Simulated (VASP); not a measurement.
# AgPbF4 (P6/mmm) in VASP: a series of runs

The runs below take AgPbF4 through single point, relaxation of cell and atoms, with PBE.

Program: VASP 6.6.1. These are calculated values, not measurements. Logs are shortened: lines on timing, memory, paths and dates and some standing lists are left out, and cuts for length are marked.

## Step 1: The cell of the first run

It takes space group P6/mmm (No. 191, hexagonal). The conventional cell has a = 4.034 Å, b = 4.034 Å, c = 5.925 Å, α = 90.00°, β = 90.00°, γ = 120.00°. Within 3.7 Å of Ag (site symmetry 6/mmm) lie 12 F at 2.81 Å and 2 Pb at 2.96 Å. Pb (site symmetry 6/mmm) has 12 F at 2.72 Å and 2 Ag at 2.96 Å within 3.6 Å. Within 3.1 Å of F (site symmetry 3m) lie 4 F at 2.33 to 2.80 Å and 3 Pb at 2.72 Å and 3 Ag at 2.81 Å.

## Step 2: Single point, PBE

INCAR reads:

```
SYSTEM = AgPbF4
PREC = Accurate
ENCUT = 520
EDIFF = 1E-7
ISMEAR = 0
SIGMA = 0.1
LREAL = .FALSE.
LASPH = .TRUE.
NELM = 80
ALGO = Normal
ISIF = 2
LWAVE = .FALSE.
LCHARG = .FALSE.
GGA = PE
NBANDS = 36
```

KPOINTS reads:

```
Automatic mesh
0
G
  6 6 4
  0 0 0
```

POSCAR reads:

```
AgPbF4
1.0
    4.0344626800      0.0000000000      0.0000000000
   -2.0172313400      3.4939471715      0.0000000000
    0.0000000000      0.0000000000      5.9250090442
Ag Pb F
1 1 4
Direct
    0.0000000000      0.0000000000      0.5000000000
    0.0000000000      0.0000000000      0.0000000000
    0.3333333333      0.6666666667      0.2360803324
    0.3333333333      0.6666666667      0.7639196676
    0.6666666667      0.3333333333      0.2360803324
    0.6666666667      0.3333333333      0.7639196676
```

Potentials or basis: VASP PAW PBE potentials, release 64 (Ag, Pb_d, F).

The run is started by

```sh
cat potpaw_PBE.64/Ag/POTCAR potpaw_PBE.64/Pb_d/POTCAR potpaw_PBE.64/F/POTCAR > POTCAR
mpirun -np 1 vasp_std > vasp.out
```

OUTCAR:

```text
SYSTEM = AgPbF4
   PREC = Accurate
   ENCUT = 520
   EDIFF = 1E-7
   ISMEAR = 0
   LREAL = .FALSE.
   LASPH = .TRUE.
   NELM = 80
   ISIF = 2
   GGA = PE

 ion  position               nearest neighbor table
   1  0.000  0.000  0.500-   2 2.96   2 2.96
   2  0.000  0.000  0.000-   3 2.72   4 2.72   5 2.72   6 2.72   3 2.72   4 2.72   5 2.72   6 2.72
                             5 2.72   6 2.72   3 2.72   4 2.72   1 2.96   1 2.96
   3  0.333  0.667  0.236-   2 2.72   2 2.72   2 2.72
   4  0.333  0.667  0.764-   2 2.72   2 2.72   2 2.72
   5  0.667  0.333  0.236-   2 2.72   2 2.72   2 2.72
   6  0.667  0.333  0.764-   2 2.72   2 2.72   2 2.72

  LATTYP: Found a hexagonal cell.
 ALAT       =     4.0344626800
 C/A-ratio  =     1.4685992942

  Lattice vectors:

 A1 = (   4.0344626800,   0.0000000000,   0.0000000000)
 A2 = (  -2.0172313400,   3.4939471715,   0.0000000000)
 A3 = (   0.0000000000,   0.0000000000,   5.9250090442)

Analysis of symmetry for initial positions (statically):
=====================================================================
 Subroutine PRICEL returns:
 Original cell was already a primitive cell.

 Routine SETGRP: Setting up the symmetry group for a
 hexagonal supercell.

 Subroutine GETGRP returns: Found 24 space group operations
 (whereof 24 operations were pure point group operations)
 out of a pool of 24 trial point group operations.

The static configuration has the point symmetry D_6h.

Analysis of symmetry for dynamics (positions and initial velocities):
=====================================================================
 Subroutine PRICEL returns:
 Original cell was already a primitive cell.

 Routine SETGRP: Setting up the symmetry group for a
 hexagonal supercell.

 Subroutine GETGRP returns: Found 24 space group operations
 (whereof 24 operations were pure point group operations)
 out of a pool of 24 trial point group operations.

The dynamic configuration has the point symmetry D_6h.

 Subroutine INISYM returns: Found 24 space group operations
 (whereof 24 operations are pure point group operations),
 and found     1 'primitive' translations

----------------------------------------------------------------------------------------

                                     Primitive cell

  volume of cell :      83.5201

  direct lattice vectors                    reciprocal lattice vectors
     4.034462680  0.000000000  0.000000000     0.247864481  0.143104625  0.000000000
    -2.017231340  3.493947171  0.000000000     0.000000000  0.286209250  0.000000000
     0.000000000  0.000000000  5.925009044     0.000000000  0.000000000  0.168776114

  length of vectors
     4.034462680  4.034462680  5.925009044     0.286209250  0.286209250  0.168776114

  position of ions in fractional coordinates (direct lattice)
     0.000000000  0.000000000  0.500000000
     0.000000000  0.000000000  0.000000000
     0.333333333  0.666666667  0.236080332
     0.333333333  0.666666667  0.763919668
     0.666666667  0.333333333  0.236080332
     0.666666667  0.333333333  0.763919668

  ion indices of the primitive-cell ions
   primitive index   ion index
                 1           1
                 2           2
                 3           3
                 4           4
                 5           5
                 6           6

----------------------------------------------------------------------------------------

 KPOINTS: Automatic mesh

Automatic generation of k-mesh.
 Grid dimensions read from file:
 generate k-points for:    6    6    4

 Generating k-lattice:

  Cartesian coordinates                     Fractional coordinates (reciprocal lattice)
     0.041310747  0.023850771  0.000000000     0.166666667  0.000000000  0.000000000
     0.000000000  0.047701542  0.000000000     0.000000000  0.166666667  0.000000000
     0.000000000  0.000000000  0.042194028     0.000000000  0.000000000  0.250000000

  Length of vectors
     0.047701542  0.047701542  0.042194028

  Shift w.r.t. Gamma in fractional coordinates (k-lattice)
     0.000000000  0.000000000  0.000000000

 Subroutine IBZKPT returns following result:
 ===========================================

 Found     21 irreducible k-points:

 Following reciprocal coordinates:
            Coordinates               Weight
  0.000000  0.000000  0.000000      1.000000
  0.166667 -0.000000  0.000000      6.000000
  0.333333 -0.000000  0.000000      6.000000
  0.500000 -0.000000  0.000000      3.000000
  0.166667  0.166667  0.000000      6.000000
  0.333333  0.166667  0.000000     12.000000
[... 13 lines left out ...]
  0.333333  0.166667  0.500000     12.000000
  0.333333  0.333333  0.500000      2.000000
   k-points           NKPTS =     21   k-points in BZ     NKDIM =     21   number of bands    NBANDS=     36
   number of dos      NEDOS =    301   number of ions     NIONS =      6
   total plane-waves  NPLWV =  43200
   dimension x,y,z NGX =    30 NGY =   30 NGZ =   48
   dimension x,y,z NGXF=    60 NGYF=   60 NGZF=   96
   ions per type =               1   1   4
   NGX,Y,Z   is equivalent  to a cutoff of  12.36, 12.36, 13.47 a.u.
   NGXF,Y,Z  is equivalent  to a cutoff of  24.72, 24.72, 26.94 a.u.
 SYSTEM =  AgPbF4
   PREC   = accura    normal or accurate (medium, high low for compatibility)
   ISTART =      0    job   : 0-new  1-cont  2-samecut
   ICHARG =      2    charge: 1-file 2-atom 10-const
   ISPIN  =      1    spin polarized calculation?
   LNONCOLLINEAR =      F non collinear calculations
   LSORBIT =      F    spin-orbit coupling
   LASPH  =      T    aspherical Exc in radial PAW
   ENCUT  =  520.0 eV  38.22 Ry    6.18 a.u.   7.50  7.50 11.02*2*pi/ulx,y,z
   NELM   =     80;   NELMIN=  2; NELMDL= -5     # of ELM steps
   EDIFF  = 0.1E-06   stopping-criterion for ELM
   LREAL  =      F    real-space projection
   EDIFFG = 0.1E-05   stopping-criterion for IOM
   NSW    =      0    number of steps for IOM
   IBRION =     -1    ionic relax: 0-MD 1-quasi-New 2-CG
   NFREE  =      0    steps in history (QN), initial steepest desc. (CG)
   ISIF   =      2    stress and relaxation
   ISYM   =      2    0-nonsym 1-usesym 2-fastsym
   POTIM  = 0.5000    time-step for ionic-motion
   TEBEG  =    0.0;   TEEND  =   0.0 temperature during run
   PSTRESS=    0.0 pullay stress
   NELECT =      53.0000    total number of electrons
   NUPDOWN=      -1.0000    fix difference up-down
   EMIN   =  10.00;   EMAX   =-10.00  energy-range for DOS
   EFERMI =   0.00;   METHOD = LEGACY
   ISMEAR =     0;   SIGMA  =   0.10  broadening in eV -4-tet -1-fermi 0-gaus
   EFERMI_NEDOS =   21; number of points for ismear=-14 and -15
   IALGO  =     38    algorithm
   IMIX   =      4    mixing-type and parameters
     AMIX     =   0.40;   BMIX     =  1.00
     AMIX_MAG =   1.60;   BMIX_MAG =  1.00
  volume/ion in A,a.u.               =      13.92        93.94
  Fermi-wavevector in a.u.,A,eV,Ry     =   1.406813  2.658491 26.927609  1.979123
  Thomas-Fermi vector in A             =   2.529136
   LORBIT       =      0    0 simple, 1 ext, 2 COOP (PROOUT), +10 PAW based schemes
   GGA     = PE    functional components
   LHFCALC =     F    Hartree Fock is set to
   AEXX    =    0.0000 exact exchange contribution
   IVDW    =     0    specifies the selected vdW correction
   LEPSILON=     F    determine dielectric tensor
   LRPA    =     F    only Hartree local field effects (RPA)
 non-spin polarized calculation
 Gauss-broadening in eV      SIGMA  =   0.10
  energy-cutoff  :      520.00
  volume of cell :       83.52
 maximum number of plane-waves:      2273
 NGX is ok and might be reduce to    30
   NGX = 15   NGY = 15   NGZ = 23

 number of electron      53.0000051 magnetization

 Free energy of the ion-electron system (eV)
  ---------------------------------------------------
  ext. energy  EPLUGINS =         0.00000000
  ---------------------------------------------------
  free energy    TOTEN  =       -20.72738730 eV

  energy without entropy =      -20.66882175  energy(sigma->0) =      -20.69810453

 E-fermi :   2.2018     XC(G=0): -10.6163

 val. band max:        2.1949597332   @ k =   0.5000  -0.0000   0.2500
 cond. band min:       2.2052277403   @ k =   0.3333   0.3333   0.5000
 fundamental gap:      0.0102680071
 Fermi energy:         2.2017903505

 k-point     1 :       0.0000    0.0000    0.0000
  band No.  band energies     occupation
      1     -18.8914      2.00000
      2     -18.6112      2.00000
      3     -17.4605      2.00000
      4     -17.3233      2.00000
      5     -12.7918      2.00000
      6     -12.6535      2.00000
[... 28 lines left out ...]
     35      17.6660      0.00000
     36      17.6660      0.00000

 k-point     2 :       0.1667   -0.0000    0.0000
  band No.  band energies     occupation
      1     -18.8046      2.00000
      2     -18.5468      2.00000
      3     -17.5562      2.00000
      4     -17.4048      2.00000
      5     -12.7834      2.00000
      6     -12.6573      2.00000
[... 28 lines left out ...]
     35      17.6302      0.00000
     36      18.3276      0.00000

 k-point     3 :       0.3333   -0.0000    0.0000
  band No.  band energies     occupation
      1     -18.5827      2.00000
      2     -18.3754      2.00000
      3     -17.7927      2.00000
      4     -17.6133      2.00000
      5     -12.7678      2.00000
      6     -12.6651      2.00000
[... 28 lines left out ...]
     35      18.0437      0.00000
     36      18.3894      0.00000
[... 625 lines left out ...]
 k-point    20 :       0.3333    0.1667    0.5000
  band No.  band energies     occupation
      1     -18.3645      2.00000
      2     -18.2761      2.00000
      3     -17.9269      2.00000
      4     -17.8242      2.00000
      5     -12.7432      2.00000
      6     -12.6508      2.00000
[... 28 lines left out ...]
     35      17.7043      0.00000
     36      19.3263      0.00000

 k-point    21 :       0.3333    0.3333    0.5000
  band No.  band energies     occupation
      1     -18.1463      2.00000
      2     -18.1463      2.00000
      3     -18.0557      2.00000
      4     -18.0557      2.00000
      5     -12.7377      2.00000
      6     -12.6192      2.00000
[... 28 lines left out ...]
     35      19.4027      0.00000
     36      19.4033      0.00000

------------------------ aborting loop because EDIFF is reached ----------------------------------------

  FORCE on cell =-STRESS in cart. coord.  units (eV):
  Direction    XX          YY          ZZ          XY          YZ          ZX
  --------------------------------------------------------------------------------------
  -------------------------------------------------------------------------------------
  Total        0.0860191      0.0860191     -0.1133315     -0.0000000      0.0000000     -0.0000000
  in kB        1.6501154      1.6501154     -2.1740528     -0.0000000      0.0000000     -0.0000000
  external PRESSURE =       0.3753927 kB  Pullay stress =       0.0000000 kB

 VOLUME and BASIS-vectors are now :
 -----------------------------------------------------------------------------
  energy-cutoff  :      520.00
  volume of cell :       83.52
      direct lattice vectors                 reciprocal lattice vectors
     4.034462680  0.000000000  0.000000000     0.247864481  0.143104625  0.000000000
    -2.017231340  3.493947171  0.000000000     0.000000000  0.286209250  0.000000000
     0.000000000  0.000000000  5.925009044     0.000000000  0.000000000  0.168776114

 POSITION                                       TOTAL-FORCE (eV/Angst)
 -----------------------------------------------------------------------------------
      0.00000      0.00000      2.96250         0.000000      0.000000      0.000000
      0.00000      0.00000      0.00000         0.000000      0.000000      0.000000
     -0.00000      2.32930      1.39878        -0.000000      0.000000      0.009284
     -0.00000      2.32930      4.52623         0.000000     -0.000000     -0.009284
      2.01723      1.16465      1.39878        -0.000000      0.000000      0.009284
      2.01723      1.16465      4.52623         0.000000     -0.000000     -0.009284
 -----------------------------------------------------------------------------------
    total drift:                               -0.000000      0.000000     -0.000000

  FREE ENERGIE OF THE ION-ELECTRON SYSTEM (eV)
  ---------------------------------------------------
  free  energy   TOTEN  =       -20.7273873041 eV

  energy  without entropy=      -20.6688217500  energy(sigma->0) =      -20.69810453
```

Wall time 29 s (1 thread of Intel Xeon 6975P-C (Granite Rapids), shared host); peak memory 0.23 GiB.

What came out:

```yaml
Free_energy: -20.7274 eV
Pressure: 0.0 GPa
Largest_force: 0.009 eV/Å
```

Forces in eV/Å, atoms in the order of the input:
```
Ag   0.000  0.000  0.000
Pb   0.000  0.000  0.000
F    0.000  0.000  0.009
F    0.000  0.000 -0.009
F    0.000  0.000  0.009
F    0.000  0.000 -0.009
```

Stress tensor (GPa, compression positive):
```
 0.17  0.00  0.00
 0.00  0.17  0.00
 0.00  0.00 -0.22
```

Levels at points of the mesh, in eV from the Fermi level:
| k point | band 24 | band 25 | band 26 | band 27 | band 28 | band 29 | band 30 | band 31 |
| --- | --- | --- | --- | --- | --- | --- | --- | --- |
| (0.00, 0.00, 0.00) | -0.91 | -0.57 | -0.06 | -0.06 | 3.39 | 4.90 | 7.74 | 7.74 |
| (0.50, 0.00, 0.00) | -0.39 | -0.29 | -0.20 | -0.02 | 4.94 | 5.21 | 5.35 | 7.20 |
| (0.00, 0.00, 0.50) | -0.72 | -0.72 | -0.31 | -0.31 | 2.17 | 7.83 | 7.83 | 9.10 |
| (0.50, 0.00, 0.50) | -0.51 | -0.48 | -0.23 | 0.01 | 4.02 | 6.00 | 7.27 | 8.69 |

Caveat: spin-orbit coupling is left out, which moves the levels of the heavy elements; an odd number of electrons without spin polarisation forces a metal; a magnetic or distorted state may lie lower.

## Step 3: Relaxation of cell and atoms, PBE

INCAR reads:

```
SYSTEM = AgPbF4
PREC = Accurate ; ENCUT = 600
EDIFF = 1E-6 ; ISMEAR = 0
SIGMA = 0.1 ; LREAL = .FALSE.
LASPH = .TRUE. ; NELM = 100
ALGO = Normal ; ISIF = 3
LWAVE = .FALSE. ; LCHARG = .FALSE.
GGA = PE ; IBRION = 2
NSW = 100 ; EDIFFG = -0.01
```

KPOINTS reads:

```
Automatic mesh
0
G
  12 12 6
  0 0 0
```

POSCAR is that of step 2.

Potentials or basis: VASP PAW PBE potentials, release 64 (Ag, Pb_d, F).

The run is started by

```sh
cat potpaw_PBE.64/Ag/POTCAR potpaw_PBE.64/Pb_d/POTCAR potpaw_PBE.64/F/POTCAR > POTCAR
mpirun -np 1 vasp_std > vasp.out
```

Run time: 13 min. Hardware: 1 thread of Intel Xeon Platinum 8175M at 2.50GHz (Skylake/Cascade Lake), shared host; peak memory 0.39 GiB.

The run converged. Its results:

```yaml
Free_energy: -20.7336 eV
Relaxed_volume: 13.97 Å³/atom
Relaxed_cell: a = 4.040 Å, b = 4.040 Å, c = 5.931 Å, α = 90.00°, β = 90.00°, γ = 120.00°
Space_group_after_relaxing_to_0.05_Å: P6/mmm (No. 191)
Energy_gained_by_relaxing: 0.3 meV/atom
Ionic_steps: 7
Pressure_after_relaxing: 0.0 GPa
Largest_force_after_relaxing: 0.004 eV/Å
```

Forces in eV/Å, atoms in the order of the input:
```
Ag   0.000  0.000  0.000
Pb   0.000  0.000  0.000
F    0.000  0.000  0.004
F    0.000  0.000 -0.004
F    0.000  0.000  0.004
F    0.000  0.000 -0.004
```

The path:
| step | energy change (eV) | largest force (eV/Å) | pressure (GPa) | volume (Å³) |
| --- | --- | --- | --- | --- |
| 1 | 0.0000 | 0.0433 | 0.17 | 83.52 |
| 2 | -0.0005 | 0.0384 | 0.05 | 83.70 |
| 3 | -0.0008 | 0.0331 | -0.09 | 83.88 |
| 4 | -0.0006 | 0.0228 | -0.36 | 84.24 |
| 5 | -0.0008 | 0.0293 | -0.20 | 84.01 |
| 6 | -0.0012 | 0.0230 | -0.14 | 83.96 |
| 7 | -0.0017 | 0.0037 | -0.02 | 83.83 |

Final structure:
```
Ag Pb F
1.0
     4.03990    0.00000    0.00000
    -2.01995    3.49866    0.00000
     0.00000    0.00000    5.93079
Ag Pb F
1 1 4
Direct
  0.00000 0.00000 0.50000
  0.00000 0.00000 0.00000
  0.33333 0.66667 0.23890
  0.33333 0.66667 0.76110
  0.66667 0.33333 0.23890
  0.66667 0.33333 0.76110
```

Levels at points of the mesh, in eV from the Fermi level:
| k point | band 25 | band 26 | band 27 | band 28 | band 29 | band 30 |
| --- | --- | --- | --- | --- | --- | --- |
| (0.00, 0.00, 0.00) | -0.57 | -0.04 | -0.04 | 3.41 | 4.94 | 7.69 |
| (0.50, 0.00, 0.00) | -0.32 | -0.19 | 0.00 | 4.94 | 5.27 | 5.28 |
| (0.00, 0.00, 0.50) | -0.72 | -0.27 | -0.27 | 2.19 | 7.79 | 7.79 |
| (0.50, 0.00, 0.50) | -0.48 | -0.22 | 0.02 | 4.05 | 5.90 | 7.20 |

Caveat: spin-orbit coupling is left out, which moves the levels of the heavy elements; an odd number of electrons without spin polarisation forces a metal; a magnetic or distorted state may lie lower.

## Step 4: Single point, PBE

This run uses another cell than the first one, of 13.34 Å³/atom, 0.958 times its volume.

INCAR reads:

```
SYSTEM = AgPbF4
PREC = Accurate
ENCUT = 520
EDIFF = 1E-6
ISMEAR = 0
SIGMA = 0.1
LREAL = .FALSE.
LASPH = .TRUE.
NELM = 100
ALGO = Normal
ISIF = 2
LWAVE = .FALSE.
LCHARG = .TRUE.
GGA = PE
LELF = .TRUE.
LVHAR = .TRUE.
NBANDS = 36
```

KPOINTS reads:

```
regular mesh
0
G
  6 6 2
  0 0 0
```

POSCAR reads:

```
AgPbF4
1.0
    3.4976721900      0.0000000000      0.0000000000
   -1.7488361000      3.0290729700      0.0000000000
    0.0000000000      0.0000000000      7.5549719400
Ag Pb F
1 1 4
Direct
    0.0000000000      0.0000000000      0.5000000000
    0.0000000000      0.0000000000      0.0000000000
    0.3333333300      0.6666666700      0.2500000000
    0.3333333300      0.6666666700      0.7500000000
    0.6666666700      0.3333333300      0.2500000000
    0.6666666700      0.3333333300      0.7500000000
```

The run is started by

```sh
cat potpaw_PBE.64/Ag/POTCAR potpaw_PBE.64/Pb_d/POTCAR potpaw_PBE.64/F/POTCAR > POTCAR
mpirun -np 1 vasp_std > vasp.out
```

Run time: 63 s. Hardware: 1 thread of Intel Xeon Platinum 8175M at 2.50GHz (Skylake/Cascade Lake), shared host; peak memory 0.21 GiB.

The run converged. Its results:

| Quantity | Value |
| --- | --- |
| Free energy | -17.3962 eV |
| Pressure | 14.1 GPa |
| Largest force | 0.716 eV/Å |

Forces in eV/Å, atoms in the order of the input:
```
Ag   0.000  0.000  0.000
Pb   0.000  0.000  0.000
F    0.000  0.000 -0.716
F    0.000  0.000  0.716
F    0.000  0.000 -0.716
F    0.000  0.000  0.716
```

Stress tensor (GPa, compression positive):
```
 30.65   0.00   0.00
  0.00  30.65   0.00
  0.00   0.00 -18.93
```

Levels at points of the mesh, in eV from the Fermi level:
| k point | band 25 | band 26 | band 27 | band 28 | band 29 | band 30 |
| --- | --- | --- | --- | --- | --- | --- |
| (0.00, 0.00, 0.00) | -1.31 | -0.57 | -0.57 | 2.28 | 3.43 | 7.66 |
| (0.50, 0.00, 0.00) | -0.90 | -0.16 | -0.09 | 0.68 | 4.84 | 4.88 |
| (0.00, 0.00, 0.50) | -1.14 | -0.69 | -0.69 | 0.91 | 5.27 | 7.67 |
| (0.50, 0.00, 0.50) | -0.92 | -0.15 | -0.10 | 1.01 | 4.72 | 4.92 |

Caveat: the k points lie up to 0.42 Å⁻¹ apart; spin-orbit coupling is left out, which moves the levels of the heavy elements; an odd number of electrons without spin polarisation forces a metal; a magnetic or distorted state may lie lower.

## Step 5: Overview

```csv
task,cell,k mesh,cutoff (eV),gap on the mesh (eV),pressure (GPa),largest force (eV/Å)
single point,"a = 4.034, b = 4.034, c = 5.925 Å, angles 90.0, 90.0, 120.0°, 6 atoms",6 × 6 × 4,520,none,0.0,0.01
relaxation of cell and atoms,"relaxed from a = 4.034, b = 4.034, c = 5.925 Å, angles 90.0, 90.0, 120.0°, 6 atoms",12 × 12 × 6,600,none,0.0,-
single point,"a = 3.498, b = 3.498, c = 7.555 Å, angles 90.0, 90.0, 120.0°, 6 atoms",6 × 6 × 2,520,none,14.1,0.72
```

Alike in all rows: level PBE; potentials or basis VASP PAW PBE potentials, release 64 (Ag, Pb_d, F); no spin polarisation; smearing gaussian 0.1 eV.

Caveats: some runs use coarse meshes; spin-orbit coupling is left out, which moves the levels of the heavy elements; an odd number of electrons without spin polarisation forces a metal; a magnetic or distorted state may lie lower.

Total energies depend on the potentials used, so only differences within one code and one set of settings carry meaning.
